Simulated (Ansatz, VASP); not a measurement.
## One calculation of SnTe, two programs

```
CELL_PARAMETERS angstrom
1.67021 4.17553 4.17553
4.17553 1.67021 4.17553
4.17553 4.17553 1.67021
ATOMIC_POSITIONS crystal
Sn 0.00000 0.00000 0.00000
Te 0.50000 0.50000 0.50000
```

Alike in both runs: task single point; functional PBEsol; k mesh 10 × 10 × 10; occupations gaussian, width 0.03 eV; no spin polarisation.

```csv
,VASP,Ansatz
version,VASP 6.6.1,Ansatz 0.2.0
potentials or method,"VASP PAW PBE potentials, release 64 (Sn_d, Te), cutoff 520 eV","scalar-relativistic, plane waves, PAW"
valence electrons in the cell,20,30
```

Ansatz gave:

```
gap on the k mesh at the Fermi level (eV)                     : none
pressure (GPa)                                                : -5.5
traceless stress, the component that is largest in VASP (GPa) : -1.21
```

Problem. Which values does VASP return?

Solution. gap on the k mesh at the Fermi level (eV): none; pressure (GPa): -5.6; traceless stress, the component that is largest in VASP (GPa): -1.21.

VASP's potentials were made for PBE, not for PBEsol. A gap of «none» marks a metal or a gap that the smearing closes. With one functional, cell and mesh, what is left measures potentials, basis and numerics. VASP's potentials hold 20 valence electrons a cell and Ansatz's 30, so a difference there can come from the potentials and not from the codes.

Neither program's run includes spin-orbit coupling.
